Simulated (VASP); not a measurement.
# Na2S (Fm-3m) in VASP: settings compared

The runs below take Na2S through single point, with PBEsol, PBEsol+D4, r2SCAN.

Everything below comes from runs of VASP 6.6.1. Logs are shortened: lines on timing, memory, paths and dates and some standing lists are left out, and cuts for length are marked.

## (1) The cell of the first run

It takes space group Fm-3m (No. 225, cubic). Conventional cell: a = 6.511 Å, b = 6.511 Å, c = 6.511 Å, α = 90.00°, β = 90.00°, γ = 90.00°. S (site symmetry m-3m) has 8 Na at 2.82 Å within 3.7 Å. Na (site symmetry -43m) has 4 S at 2.82 Å and 6 Na at 3.26 Å within 3.7 Å.

## (2) Single point, PBEsol

INCAR

```
  ALGO = Normal
  EDIFF = 1E-6
  ENCUT = 500
  GGA = PS
  GGA_COMPAT = F
  ISIF = 2
  ISMEAR = -5
  LASPH = T
  LCHARG = F
  LREAL = F
  LWAVE = F
  NBANDS = 17
  NELM = 120
  PREC = Accurate
  SIGMA = 0.1
```

KPOINTS

```
k-points
0
Gamma
  6 6 6
```

POSCAR

```
Na2S
1.0
    0.0000000000      3.2554324741      3.2554324741
    3.2554324741      0.0000000000      3.2554324741
    3.2554324741      3.2554324741      0.0000000000
S Na
1 2
Direct
    0.0000000000      0.0000000000      0.0000000000
    0.2500000000      0.2500000000      0.2500000000
    0.7500000000      0.7500000000      0.7500000000
```

Potentials or basis: VASP PAW PBE potentials, release 64 (S, Na_pv).

Launch:

```
cat potpaw_PBE.64/S/POTCAR potpaw_PBE.64/Na_pv/POTCAR > POTCAR
mpirun -np 1 vasp_std > vasp.out
```

OUTCAR:

```text
EDIFF = 1E-6
   ENCUT = 500
   GGA = PS
   ISIF = 2
   ISMEAR = -5
   LASPH = T
   LREAL = F
   NELM = 120
   PREC = Accurate

 ion  position               nearest neighbor table
   1  0.000  0.000  0.000-
   2  0.250  0.250  0.250-
   3  0.750  0.750  0.750-

  LATTYP: Found a face centered cubic cell.
 ALAT       =     6.5108649482

  Lattice vectors:

 A1 = (   0.0000000000,   3.2554324741,   3.2554324741)
 A2 = (   3.2554324741,   0.0000000000,   3.2554324741)
 A3 = (   3.2554324741,   3.2554324741,   0.0000000000)

Analysis of symmetry for initial positions (statically):
=====================================================================
 Subroutine PRICEL returns:
 Original cell was already a primitive cell.

 Routine SETGRP: Setting up the symmetry group for a
 face centered cubic supercell.

 Subroutine GETGRP returns: Found 48 space group operations
 (whereof 48 operations were pure point group operations)
 out of a pool of 48 trial point group operations.

The static configuration has the point symmetry O_h .

Analysis of symmetry for dynamics (positions and initial velocities):
=====================================================================
 Subroutine PRICEL returns:
 Original cell was already a primitive cell.

 Routine SETGRP: Setting up the symmetry group for a
 face centered cubic supercell.

 Subroutine GETGRP returns: Found 48 space group operations
 (whereof 48 operations were pure point group operations)
 out of a pool of 48 trial point group operations.

The dynamic configuration has the point symmetry O_h .

 Subroutine INISYM returns: Found 48 space group operations
 (whereof 48 operations are pure point group operations),
 and found     1 'primitive' translations

----------------------------------------------------------------------------------------

                                     Primitive cell

  volume of cell :      69.0011

  direct lattice vectors                    reciprocal lattice vectors
     0.000000000  3.255432474  3.255432474    -0.153589424  0.153589424  0.153589424
     3.255432474  0.000000000  3.255432474     0.153589424 -0.153589424  0.153589424
     3.255432474  3.255432474  0.000000000     0.153589424  0.153589424 -0.153589424

  length of vectors
     4.603876756  4.603876756  4.603876756     0.266024687  0.266024687  0.266024687

[... 74 lines left out ...]
   NELM   =    120;   NELMIN=  2; NELMDL= -5     # of ELM steps
   EDIFF  = 0.1E-05   stopping-criterion for ELM
   LREAL  =      F    real-space projection
   EDIFFG = 0.1E-04   stopping-criterion for IOM
   NSW    =      0    number of steps for IOM
   IBRION =     -1    ionic relax: 0-MD 1-quasi-New 2-CG
   NFREE  =      0    steps in history (QN), initial steepest desc. (CG)
   ISIF   =      2    stress and relaxation
   ISYM   =      2    0-nonsym 1-usesym 2-fastsym
   POTIM  = 0.5000    time-step for ionic-motion
   TEBEG  =    0.0;   TEEND  =   0.0 temperature during run
   PSTRESS=    0.0 pullay stress
   NELECT =      20.0000    total number of electrons
   NUPDOWN=      -1.0000    fix difference up-down
   EMIN   =  10.00;   EMAX   =-10.00  energy-range for DOS
   EFERMI =   0.00;   METHOD = LEGACY
   ISMEAR =    -5;   SIGMA  =   0.10  broadening in eV -4-tet -1-fermi 0-gaus
   EFERMI_NEDOS =   21; number of points for ismear=-14 and -15
   IALGO  =     38    algorithm
   IMIX   =      4    mixing-type and parameters
     AMIX     =   0.40;   BMIX     =  1.00
     AMIX_MAG =   1.60;   BMIX_MAG =  1.00
  volume/ion in A,a.u.               =      23.00       155.21
  Fermi-wavevector in a.u.,A,eV,Ry     =   1.083427  2.047379 15.970697  1.173813
  Thomas-Fermi vector in A             =   2.219492
   LORBIT       =      0    0 simple, 1 ext, 2 COOP (PROOUT), +10 PAW based schemes
   GGA     = PS    functional components
   LHFCALC =     F    Hartree Fock is set to
   AEXX    =    0.0000 exact exchange contribution
   IVDW    =     0    specifies the selected vdW correction
   LEPSILON=     F    determine dielectric tensor
   LRPA    =     F    only Hartree local field effects (RPA)
 non-spin polarized calculation
 Fermi weights with tetrahedron method with Bloechl corrections
  energy-cutoff  :      500.00
  volume of cell :       69.00
 maximum number of plane-waves:      1807
 NGX is ok and might be reduce to    36
   NGX = 17   NGY = 17   NGZ = 17

 number of electron      19.9999984 magnetization

 Free energy of the ion-electron system (eV)
  ---------------------------------------------------
  ext. energy  EPLUGINS =         0.00000000
  ---------------------------------------------------
  free energy    TOTEN  =       -10.37489148 eV

  energy without entropy =      -10.37489148  energy(sigma->0) =      -10.37489148

 E-fermi :   0.1875     XC(G=0):  -8.0063

 val. band max:        0.1713838950   @ k =   0.0000   0.0000   0.0000
 cond. band min:       2.5806834886   @ k =   0.0000   0.0000   0.0000
 fundamental gap:      2.4092995936
 Fermi energy:         0.1875469212

 k-point     1 :       0.0000    0.0000    0.0000
  band No.  band energies     occupation
      1     -21.8670      2.00000
      2     -21.8670      2.00000
      3     -21.8670      2.00000
      4     -21.8095      2.00000
      5     -21.8095      2.00000
      6     -21.8095      2.00000
[... 297 lines left out ...]
      4     -21.8211      2.00000
      5     -21.8000      2.00000
      6     -21.7964      2.00000
[... 9 lines left out ...]
     16      11.3325      0.00000
     17      12.1415      0.00000

------------------------ aborting loop because EDIFF is reached ----------------------------------------

  FORCE on cell =-STRESS in cart. coord.  units (eV):
  Direction    XX          YY          ZZ          XY          YZ          ZX
  --------------------------------------------------------------------------------------
  -------------------------------------------------------------------------------------
  Total       -0.0356306     -0.0356306     -0.0356306     -0.0000000      0.0000000      0.0000000
  in kB       -0.8273285     -0.8273285     -0.8273285     -0.0000000      0.0000000      0.0000000
  external PRESSURE =      -0.8273285 kB  Pullay stress =       0.0000000 kB

 VOLUME and BASIS-vectors are now :
 -----------------------------------------------------------------------------
  energy-cutoff  :      500.00
  volume of cell :       69.00
      direct lattice vectors                 reciprocal lattice vectors
     0.000000000  3.255432474  3.255432474    -0.153589424  0.153589424  0.153589424
     3.255432474  0.000000000  3.255432474     0.153589424 -0.153589424  0.153589424
     3.255432474  3.255432474  0.000000000     0.153589424  0.153589424 -0.153589424

 POSITION                                       TOTAL-FORCE (eV/Angst)
 -----------------------------------------------------------------------------------
      0.00000      0.00000      0.00000        -0.000000      0.000000     -0.000000
      1.62772      1.62772      1.62772        -0.000000     -0.000000      0.000000
      4.88315      4.88315      4.88315         0.000000      0.000000     -0.000000
 -----------------------------------------------------------------------------------
    total drift:                                0.000000      0.000000      0.000000

  FREE ENERGIE OF THE ION-ELECTRON SYSTEM (eV)
  ---------------------------------------------------
  free  energy   TOTEN  =       -10.3748914794 eV

  energy  without entropy=      -10.3748914794  energy(sigma->0) =      -10.37489148
```

OSZICAR:

```text
N       E                     dE             d eps       ncg     rms          rms(c)
DAV:   1     0.144439290237E+03    0.14444E+03   -0.10007E+04   544   0.118E+03
DAV:   2    -0.267944592664E+00   -0.14471E+03   -0.14103E+03   584   0.317E+02
DAV:   3    -0.109724529004E+02   -0.10705E+02   -0.10646E+02   679   0.873E+01
[... 11 lines left out ...]
DAV:  15    -0.103762046296E+02    0.58726E-02   -0.11820E-02   711   0.446E-01    0.104E+00
DAV:  16    -0.103750038010E+02    0.12008E-02   -0.31254E-03   762   0.229E-01    0.309E-01
DAV:  17    -0.103748899583E+02    0.11384E-03   -0.49691E-04   717   0.964E-02    0.279E-02
DAV:  18    -0.103748918409E+02   -0.18827E-05   -0.20441E-05   666   0.191E-02    0.988E-03
DAV:  19    -0.103748914794E+02    0.36149E-06   -0.13021E-06   520   0.574E-03
   1 F= -.10374891E+02 E0= -.10374891E+02  d E =0.000000E+00
```

stdout:

```text
POSCAR found type information on POSCAR S Na
 POSCAR found :  2 types and       3 ions
 scaLAPACK will be used
 -----------------------------------------------------------------------------
|                                                                             |
|                                                                             |
|     You enforced a specific xc type in the INCAR file but a different       |
|     I HOPE YOU KNOW WHAT YOU ARE DOING!                                     |
|                                                                             |
 -----------------------------------------------------------------------------

 LDA part: xc-table for (Slater+PW92), standard interpolation
 POSCAR, INCAR and KPOINTS ok, starting setup
 FFT: planning ... GRIDC
 FFT: planning ... GRID_SOFT
 FFT: planning ... GRID
 WAVECAR not read
 entering main loop
```

It took 14 s on 1 thread of Intel Xeon 6975P-C (Granite Rapids), shared host; peak memory 0.19 GiB.

What came out:

```yaml
Free_energy: -10.3749 eV
Pressure: -0.1 GPa
Band_gap_on_the_k_mesh: 2.41 eV, direct
```

Caveat: the PAW data sets were made with another functional, which shifts forces and pressure a little. As with any semilocal functional, this PBEsol gap is likely too small.

## (3) Single point, PBEsol

INCAR

```
SYSTEM = Na2S
PREC     = Accurate       ! precision mode
ENCUT    = 500            ! plane-wave cutoff, eV
EDIFF    = 1E-6           ! SCF threshold, eV
ISMEAR   = 0              ! smearing method
SIGMA    = 0.5            ! smearing width, eV
LREAL    = .False.        ! projectors in reciprocal space
LASPH    = .True.         ! aspherical terms in the spheres
NELM     = 120            ! most SCF steps
ALGO     = Normal         ! electronic algorithm
ISIF     = 2              ! what is computed and relaxed
LWAVE    = .False.        ! write WAVECAR
LCHARG   = .False.        ! write CHGCAR
GGA      = PS             ! functional
NBANDS   = 17             ! bands
GGA_COMPAT= .False.
```

KPOINTS

```
Automatic mesh
0
Gamma
  6 6 6
  0 0 0
```

POSCAR is that of step 2.

Potentials or basis: VASP PAW PBE potentials, release 64 (S, Na_pv).

Launch:

```
cat potpaw_PBE.64/S/POTCAR potpaw_PBE.64/Na_pv/POTCAR > POTCAR
mpirun -np 1 vasp_std > vasp.out
```

It took 14 s on 1 thread of Intel Xeon 6975P-C (Granite Rapids), shared host; peak memory 0.19 GiB.

The run converged. Its results:

```yaml
Free_energy: -10.3749 eV
Pressure: -0.1 GPa
Band_gap_on_the_k_mesh: 2.41 eV, direct
```

Levels at points of the mesh, in eV from the valence-band top:
| k point | band 6 | band 7 | band 8 | band 9 | band 10 | band 11 | band 12 | band 13 | band 14 | band 15 |
| --- | --- | --- | --- | --- | --- | --- | --- | --- | --- | --- |
| (0.00, 0.00, 0.00) | -21.98 | -10.15 | 0.00 | 0.00 | 0.00 | 2.41 | 7.71 | 7.71 | 7.71 | 9.33 |
| (0.50, 0.00, 0.00) | -22.01 | -9.89 | -1.70 | -0.14 | -0.14 | 4.77 | 6.37 | 7.09 | 7.09 | 11.23 |
| (0.50, 0.50, 0.00) | -21.97 | -9.81 | -1.52 | -0.47 | -0.47 | 3.70 | 5.99 | 8.51 | 9.75 | 9.75 |

Caveat: the PAW data sets were made with another functional, which shifts forces and pressure a little.

(Part 1 of 2 ends here.)
